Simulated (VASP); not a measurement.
# ZnO (P6_3mc) in VASP: a series of runs

ZnO is run at these levels: PBE, r2SCAN; tasks: electric field gradients.

Everything below comes from runs of VASP 6.6.1. Logs are shortened: lines on timing, memory, paths and dates and some standing lists are left out, and cuts for length are marked.

## Step 1: The cell of the first run

Symmetry: P6_3mc, No. 186, hexagonal system. The conventional cell has a = 3.249 Å, b = 3.249 Å, c = 5.204 Å, α = 90.00°, β = 90.00°, γ = 120.00°. Within 2.6 Å of Zn (site symmetry 3m) lie 4 O at 1.97 to 1.99 Å. Within 2.6 Å of O (site symmetry 3m) lie 4 Zn at 1.97 to 1.99 Å.

## Step 2: Electric field gradients, PBE

The input, INCAR:

```
SYSTEM = ZnO
  PREC = Accurate
  ENCUT = 520
  EDIFF = 1E-8
  ISMEAR = -4
  SIGMA = 0.1
  LREAL = .False.
  LASPH = .True.
  NELM = 120
  ALGO = Normal
  ISIF = 2
  LWAVE = .False.
  LCHARG = .False.
  GGA = PE
  LEFG = .True.
  NBANDS = 26
  GGA_COMPAT = .False.
```

The input, KPOINTS:

```
regular mesh
0
Gamma
  11 11 6
  0 0 0
```

The input, POSCAR:

```
ZnO
1.0
    3.2494000000      0.0000000000      0.0000000000
   -1.6247000000      2.8140629471      0.0000000000
    0.0000000000      0.0000000000      5.2038000000
Zn O
2 2
Direct
    0.3333333333      0.6666666667      0.0000000000
    0.6666666667      0.3333333333      0.5000000000
    0.3333333333      0.6666666667      0.3821000000
    0.6666666667      0.3333333333      0.8821000000
```

Potentials or basis: VASP PAW PBE potentials, release 64 (Zn, O).

On the command line:

```sh
$ cat potpaw_PBE.64/Zn/POTCAR potpaw_PBE.64/O/POTCAR > POTCAR
$ mpirun -np 1 vasp_std > vasp.out
```

OUTCAR:

```text
SYSTEM = ZnO
   PREC = Accurate
   ENCUT = 520
   EDIFF = 1E-8
   ISMEAR = -4
   LREAL = .False.
   LASPH = .True.
   NELM = 120
   ISIF = 2
   GGA = PE

 ion  position               nearest neighbor table
   1  0.333  0.667  0.000-   4 1.97   4 1.97   4 1.97   3 1.99
   2  0.667  0.333  0.500-   3 1.97   3 1.97   3 1.97   4 1.99
   3  0.333  0.667  0.382-   2 1.97   2 1.97   2 1.97   1 1.99
   4  0.667  0.333  0.882-   1 1.97   1 1.97   1 1.97   2 1.99

  LATTYP: Found a hexagonal cell.
 ALAT       =     3.2494000000
 C/A-ratio  =     1.6014648858

  Lattice vectors:

 A1 = (   3.2494000000,   0.0000000000,   0.0000000000)
 A2 = (  -1.6247000000,   2.8140629471,   0.0000000000)
 A3 = (   0.0000000000,   0.0000000000,   5.2038000000)

Analysis of symmetry for initial positions (statically):
=====================================================================
 Subroutine PRICEL returns:
 Original cell was already a primitive cell.

 Routine SETGRP: Setting up the symmetry group for a
 hexagonal supercell.

 Subroutine GETGRP returns: Found 12 space group operations
 (whereof  6 operations were pure point group operations)
 out of a pool of 24 trial point group operations.

The static configuration has the point symmetry C_3v.
 The point group associated with its full space group is C_6v.

Analysis of symmetry for dynamics (positions and initial velocities):
=====================================================================
 Subroutine PRICEL returns:
 Original cell was already a primitive cell.

 Routine SETGRP: Setting up the symmetry group for a
 hexagonal supercell.

 Subroutine GETGRP returns: Found 12 space group operations
 (whereof  6 operations were pure point group operations)
 out of a pool of 24 trial point group operations.

The dynamic configuration has the point symmetry C_3v.
 The point group associated with its full space group is C_6v.

 Subroutine INISYM returns: Found 12 space group operations
 (whereof  6 operations are pure point group operations),
 and found     1 'primitive' translations

----------------------------------------------------------------------------------------

                                     Primitive cell

  volume of cell :      47.5836

  direct lattice vectors                    reciprocal lattice vectors
     3.249400000  0.000000000  0.000000000     0.307749123  0.177679039  0.000000000
    -1.624700000  2.814062947  0.000000000     0.000000000  0.355358078  0.000000000
     0.000000000  0.000000000  5.203800000     0.000000000  0.000000000  0.192167262

  length of vectors
     3.249400000  3.249400000  5.203800000     0.355358078  0.355358078  0.192167262

  position of ions in fractional coordinates (direct lattice)
     0.333333333  0.666666667  0.000000000
     0.666666667  0.333333333  0.500000000
     0.333333333  0.666666667  0.382100000
     0.666666667  0.333333333  0.882100000

  ion indices of the primitive-cell ions
   primitive index   ion index
                 1           1
                 2           2
                 3           3
                 4           4

----------------------------------------------------------------------------------------

 KPOINTS: regular mesh

Automatic generation of k-mesh.
 Grid dimensions read from file:
 generate k-points for:   11   11    6

 Generating k-lattice:

  Cartesian coordinates                     Fractional coordinates (reciprocal lattice)
     0.027977193  0.016152640  0.000000000     0.090909091 -0.000000000  0.000000000
     0.000000000  0.032305280  0.000000000     0.000000000  0.090909091  0.000000000
     0.000000000  0.000000000  0.032027877     0.000000000  0.000000000  0.166666667

  Length of vectors
[... 41 lines left out ...]
   total plane-waves  NPLWV =  23040
   dimension x,y,z NGX =    24 NGY =   24 NGZ =   40
   dimension x,y,z NGXF=    48 NGYF=   48 NGZF=   80
   ions per type =               2   2
   NGX,Y,Z   is equivalent  to a cutoff of  12.28, 12.28, 12.78 a.u.
   NGXF,Y,Z  is equivalent  to a cutoff of  24.56, 24.56, 25.56 a.u.
 SYSTEM =  ZnO
   PREC   = accura    normal or accurate (medium, high low for compatibility)
   ISTART =      0    job   : 0-new  1-cont  2-samecut
   ICHARG =      2    charge: 1-file 2-atom 10-const
   ISPIN  =      1    spin polarized calculation?
   LNONCOLLINEAR =      F non collinear calculations
   LSORBIT =      F    spin-orbit coupling
   LASPH  =      T    aspherical Exc in radial PAW
   ENCUT  =  520.0 eV  38.22 Ry    6.18 a.u.   6.04  6.04  9.68*2*pi/ulx,y,z
   NELM   =    120;   NELMIN=  2; NELMDL= -5     # of ELM steps
   EDIFF  = 0.1E-07   stopping-criterion for ELM
   LREAL  =      F    real-space projection
   EDIFFG = 0.1E-06   stopping-criterion for IOM
   NSW    =      0    number of steps for IOM
   IBRION =     -1    ionic relax: 0-MD 1-quasi-New 2-CG
   NFREE  =      0    steps in history (QN), initial steepest desc. (CG)
   ISIF   =      2    stress and relaxation
   ISYM   =      2    0-nonsym 1-usesym 2-fastsym
   POTIM  = 0.5000    time-step for ionic-motion
   TEBEG  =    0.0;   TEEND  =   0.0 temperature during run
   PSTRESS=    0.0 pullay stress
   NELECT =      36.0000    total number of electrons
   NUPDOWN=      -1.0000    fix difference up-down
   EMIN   =  10.00;   EMAX   =-10.00  energy-range for DOS
   EFERMI =   0.00;   METHOD = LEGACY
   ISMEAR =    -4;   SIGMA  =   0.10  broadening in eV -4-tet -1-fermi 0-gaus
   EFERMI_NEDOS =   21; number of points for ismear=-14 and -15
   IALGO  =     38    algorithm
   IMIX   =      4    mixing-type and parameters
     AMIX     =   0.40;   BMIX     =  1.00
     AMIX_MAG =   1.60;   BMIX_MAG =  1.00
  volume/ion in A,a.u.               =      11.90        80.28
  Fermi-wavevector in a.u.,A,eV,Ry     =   1.491729  2.818958 30.276420  2.225254
  Thomas-Fermi vector in A             =   2.604347
   LORBIT       =      0    0 simple, 1 ext, 2 COOP (PROOUT), +10 PAW based schemes
   GGA     = PE    functional components
   LHFCALC =     F    Hartree Fock is set to
   AEXX    =    0.0000 exact exchange contribution
   IVDW    =     0    specifies the selected vdW correction
   LEPSILON=     F    determine dielectric tensor
   LRPA    =     F    only Hartree local field effects (RPA)
 non-spin polarized calculation
 Fermi weights with tetrahedron method witout Bloechl corrections
  energy-cutoff  :      520.00
  volume of cell :       47.58
 maximum number of plane-waves:      1300
   NGX = 13   NGY = 13   NGZ = 19

 number of electron      36.0000016 magnetization

 Free energy of the ion-electron system (eV)
  ---------------------------------------------------
  ext. energy  EPLUGINS =         0.00000000
  ---------------------------------------------------
  free energy    TOTEN  =       -17.82221647 eV

  energy without entropy =      -17.82221647  energy(sigma->0) =      -17.82221647

 E-fermi :   1.3053     XC(G=0): -10.9130

 val. band max:        1.2079966416   @ k =   0.0000   0.0000   0.0000
 cond. band min:       1.9976469478   @ k =   0.0000   0.0000   0.0000
 fundamental gap:      0.7896503063
 Fermi energy:         1.3053489774

 k-point     1 :       0.0000    0.0000    0.0000
  band No.  band energies     occupation
      1     -16.8869      2.00000
      2     -16.1574      2.00000
      3      -4.4999      2.00000
      4      -4.4999      2.00000
      5      -4.4128      2.00000
      6      -4.4041      2.00000
[... 685 lines left out ...]
     25      14.2500      0.00000
     26      15.7550      0.00000

 [... further k-points ...]

------------------------ aborting loop because EDIFF is reached ----------------------------------------

  FORCE on cell =-STRESS in cart. coord.  units (eV):
  Direction    XX          YY          ZZ          XY          YZ          ZX
  --------------------------------------------------------------------------------------
  -------------------------------------------------------------------------------------
  Total        1.7577583      1.7577583      1.8352594      0.0000000      0.0000000      0.0000000
  in kB       59.1850683     59.1850683     61.7945890      0.0000000      0.0000000      0.0000000
  external PRESSURE =      60.0549086 kB  Pullay stress =       0.0000000 kB

 VOLUME and BASIS-vectors are now :
 -----------------------------------------------------------------------------
  energy-cutoff  :      520.00
  volume of cell :       47.58
      direct lattice vectors                 reciprocal lattice vectors
     3.249400000  0.000000000  0.000000000     0.307749123  0.177679039  0.000000000
    -1.624700000  2.814062947  0.000000000     0.000000000  0.355358078  0.000000000
     0.000000000  0.000000000  5.203800000     0.000000000  0.000000000  0.192167262

 POSITION                                       TOTAL-FORCE (eV/Angst)
 -----------------------------------------------------------------------------------
     -0.00000      1.87604      0.00000        -0.000000     -0.000000      0.032680
      1.62470      0.93802      2.60190        -0.000000      0.000000      0.032680
     -0.00000      1.87604      1.98837        -0.000000      0.000000     -0.032680
      1.62470      0.93802      4.59027         0.000000     -0.000000     -0.032680
 -----------------------------------------------------------------------------------
    total drift:                               -0.000000     -0.000000     -0.000164

  FREE ENERGIE OF THE ION-ELECTRON SYSTEM (eV)
  ---------------------------------------------------
  free  energy   TOTEN  =       -17.8222164676 eV

  energy  without entropy=      -17.8222164676  energy(sigma->0) =      -17.82221647

 Electric field gradients (V/A^2)
---------------------------------------------------------------------
 ion       V_xx      V_yy      V_zz      V_xy      V_xz      V_yz
---------------------------------------------------------------------
   1      -3.798    -3.799     7.598    -0.001     0.000    -0.000
   2      -3.798    -3.799     7.598    -0.001    -0.000     0.000
   3       1.676     1.672    -3.348    -0.004     0.000    -0.000
   4       1.676     1.672    -3.348    -0.004    -0.000     0.000
---------------------------------------------------------------------

 Electric field gradients after diagonalization (V/A^2)
 (convention: |V_zz| > |V_xx| > |V_yy|)
----------------------------------------------------------------------
 ion       V_xx      V_yy      V_zz     asymmetry (V_yy - V_xx)/ V_zz
----------------------------------------------------------------------
   1      -3.800    -3.798     7.598       0.000
   2      -3.800    -3.798     7.598       0.000
   3       1.678     1.669    -3.348       0.003
   4       1.678     1.669    -3.348       0.003
----------------------------------------------------------------------

           NMR quadrupolar parameters

 Cq : quadrupolar parameter    Cq=e*Q*V_zz/h
 eta: asymmetry parameters     (V_yy - V_xx)/ V_zz
 Q  : nuclear electric quadrupole moment in mb (millibarn)
----------------------------------------------------------------------
 ion       Cq(MHz)       eta       Q (mb)
----------------------------------------------------------------------
   1       0.018       0.000       1.000
   2       0.018       0.000       1.000
   3      -0.008       0.003       1.000
   4      -0.008       0.003       1.000
----------------------------------------------------------------------
```

It took 92 s on 1 thread of Intel Xeon Platinum 8488C (Sapphire Rapids), shared host; peak memory 0.19 GiB.

What came out:

- Free energy: -17.8222 eV
- Pressure: 6.0 GPa
- Largest force: 0.033 eV/Å
- Band gap on the k mesh: 0.79 eV
- Largest electric field gradient by atom: Zn +7.6; O -3.3 V/Å²

Forces on the atoms (eV/Å):
```
Zn   0.000  0.000  0.033
Zn   0.000  0.000  0.033
O    0.000  0.000 -0.033
O    0.000  0.000 -0.033
```

Electric field gradients, principal values (V/Å²):
```tsv
atom	least	middle	greatest (by size)
1 Zn	-3.798	-3.800	7.598
2 Zn	-3.798	-3.800	7.598
3 O	1.669	1.678	-3.348
4 O	1.669	1.678	-3.348
```

Caveat: the cell stands under pressure; without QUAD_EFG the Cq values of the log hold for a quadrupole moment of 1 mb, not for the nuclei. Expect the measured gap to be larger: semilocal functionals such as PBE lack the derivative discontinuity.

## Step 3: Electric field gradients, r2SCAN

The input, POSCAR:

```
ZnO
1.0
    3.2494000000      0.0000000000      0.0000000000
   -1.6247000000      2.8140629471      0.0000000000
    0.0000000000      0.0000000000      5.2038000000
Zn O
2 2
Direct
    0.3333333333      0.6666666667      0.0004799578
    0.6666666667      0.3333333333      0.5004799578
    0.3333333333      0.6666666667      0.3816200422
    0.6666666667      0.3333333333      0.8816200422
```

The input, INCAR.step1:

```
PREC     = Accurate       # precision mode
ENCUT    = 580            # plane-wave cutoff, eV
ISMEAR   = -1             # smearing method
SIGMA    = 0.02           # smearing width, eV
LREAL    = F              # projectors in reciprocal space
LASPH    = T              # aspherical terms in the spheres
NELM     = 120            # most SCF steps
NBANDS   = 26             # bands
GGA      = PE             # functional
ALGO     = Normal         # electronic algorithm
EDIFF    = 1E-5           # SCF threshold, eV
LWAVE    = T              # write WAVECAR
LCHARG   = F              # write CHGCAR
GGA_COMPAT= F
```

The input, INCAR.step2:

```
PREC     = Accurate       # precision mode
ENCUT    = 580            # plane-wave cutoff, eV
EDIFF    = 1E-8           # SCF threshold, eV
ISMEAR   = -1             # smearing method
SIGMA    = 0.02           # smearing width, eV
LREAL    = F              # projectors in reciprocal space
LASPH    = T              # aspherical terms in the spheres
NELM     = 120            # most SCF steps
ALGO     = Normal         # electronic algorithm
ISIF     = 2              # what is computed and relaxed
LWAVE    = F              # write WAVECAR
LCHARG   = F              # write CHGCAR
METAGGA  = R2SCAN         # meta-GGA
LMIXTAU  = T            
LEFG     = T            
NBANDS   = 26             # bands
ISTART   = 1            
GGA_COMPAT= F
```

The input, KPOINTS:

```
Automatic mesh
0
Gamma
  11 11 6
```

Potentials or basis: VASP PAW PBE potentials, release 64 (Zn, O).

On the command line:

```sh
$ cat potpaw_PBE.64/Zn/POTCAR potpaw_PBE.64/O/POTCAR > POTCAR
$ cp INCAR.step1 INCAR
$ mpirun -np 1 vasp_std > vasp.out
$ cp INCAR.step2 INCAR
$ mpirun -np 1 vasp_std > vasp.out
```

OUTCAR:

```text
PREC = Accurate
   ENCUT = 580
   EDIFF = 1E-8
   ISMEAR = -1
   LREAL = F
   LASPH = T
   NELM = 120
   ISIF = 2
   METAGGA = R2SCAN
   ISTART = 1

 ion  position               nearest neighbor table
   1  0.333  0.667  0.000-   4 1.98   4 1.98   4 1.98   3 1.98
   2  0.667  0.333  0.500-   3 1.98   3 1.98   3 1.98   4 1.98
   3  0.333  0.667  0.382-   2 1.98   2 1.98   2 1.98   1 1.98
   4  0.667  0.333  0.882-   1 1.98   1 1.98   1 1.98   2 1.98

  LATTYP: Found a hexagonal cell.
 ALAT       =     3.2494000000
 C/A-ratio  =     1.6014648858

  Lattice vectors:

 A1 = (   3.2494000000,   0.0000000000,   0.0000000000)
 A2 = (  -1.6247000000,   2.8140629471,   0.0000000000)
 A3 = (   0.0000000000,   0.0000000000,   5.2038000000)

Analysis of symmetry for initial positions (statically):
=====================================================================
 Subroutine PRICEL returns:
 Original cell was already a primitive cell.
[... 902 lines left out ...]
     -0.00000      1.87604      0.00250         0.000000      0.000000      0.006515
      1.62470      0.93802      2.60440        -0.000000     -0.000000      0.006515
     -0.00000      1.87604      1.98587        -0.000000      0.000000     -0.006515
      1.62470      0.93802      4.58777         0.000000     -0.000000     -0.006515
 -----------------------------------------------------------------------------------
    total drift:                               -0.000000      0.000000      0.042737

  FREE ENERGIE OF THE ION-ELECTRON SYSTEM (eV)
  ---------------------------------------------------
  free  energy   TOTEN  =       -36.3208107390 eV

  energy  without entropy=      -36.3208107390  energy(sigma->0) =      -36.32081074

 Electric field gradients (V/A^2)
---------------------------------------------------------------------
 ion       V_xx      V_yy      V_zz      V_xy      V_xz      V_yz
---------------------------------------------------------------------
   1      -2.765    -2.763     5.528     0.002     0.000    -0.000
   2      -2.765    -2.763     5.528     0.002    -0.000     0.000
   3       1.441     1.441    -2.882     0.000     0.000    -0.000
   4       1.441     1.441    -2.882     0.000    -0.000     0.000
---------------------------------------------------------------------

 Electric field gradients after diagonalization (V/A^2)
 (convention: |V_zz| > |V_xx| > |V_yy|)
----------------------------------------------------------------------
 ion       V_xx      V_yy      V_zz     asymmetry (V_yy - V_xx)/ V_zz
----------------------------------------------------------------------
   1      -2.766    -2.762     5.528       0.001
   2      -2.766    -2.762     5.528       0.001
   3       1.442     1.441    -2.882       0.000
   4       1.442     1.441    -2.882       0.000
----------------------------------------------------------------------

           NMR quadrupolar parameters

 Cq : quadrupolar parameter    Cq=e*Q*V_zz/h
 eta: asymmetry parameters     (V_yy - V_xx)/ V_zz
 Q  : nuclear electric quadrupole moment in mb (millibarn)
----------------------------------------------------------------------
 ion       Cq(MHz)       eta       Q (mb)
----------------------------------------------------------------------
   1       0.013       0.001       1.000
   2       0.013       0.001       1.000
   3      -0.007       0.000       1.000
   4      -0.007       0.000       1.000
----------------------------------------------------------------------
```

OUTCAR.step1:

```text
PREC = Accurate
   ENCUT = 580
   ISMEAR = -1
   LREAL = F
   LASPH = T
[... 926 lines left out ...]
     -0.00000      1.87604      0.00250        -0.000000      0.000000     -0.000853
      1.62470      0.93802      2.60440         0.000000     -0.000000     -0.000853
     -0.00000      1.87604      1.98587        -0.000000      0.000000      0.000853
      1.62470      0.93802      4.58777        -0.000000      0.000000      0.000853
 -----------------------------------------------------------------------------------
    total drift:                               -0.000000     -0.000000     -0.001424

  FREE ENERGIE OF THE ION-ELECTRON SYSTEM (eV)
  ---------------------------------------------------
  free  energy   TOTEN  =       -17.8253310357 eV

  energy  without entropy=      -17.8253310357  energy(sigma->0) =      -17.82533104
```

Wall time 8.5 min (1 thread of Intel Xeon Platinum 8488C (Sapphire Rapids), shared host); peak memory 0.23 GiB.

Results:

- Free energy: -36.3208 eV
- Pressure: -0.3 GPa
- Largest force: 0.007 eV/Å
- Band gap on the k mesh: 1.23 eV
- Largest electric field gradient by atom: Zn +5.5; O -2.9 V/Å²

Forces on the atoms (eV/Å):
```
Zn   0.000  0.000  0.007
Zn   0.000  0.000  0.007
O    0.000  0.000 -0.007
O    0.000  0.000 -0.007
```

Electric field gradients, principal values (V/Å²):
| atom | least | middle | greatest (by size) |
| --- | --- | --- | --- |
| 1 Zn | -2.762 | -2.766 | 5.528 |
| 2 Zn | -2.762 | -2.766 | 5.528 |
| 3 O | 1.441 | 1.442 | -2.882 |
| 4 O | 1.441 | 1.442 | -2.882 |

Caveat: without QUAD_EFG the Cq values of the log hold for a quadrupole moment of 1 mb, not for the nuclei; the PAW data sets were made with another functional, which shifts forces and pressure a little.
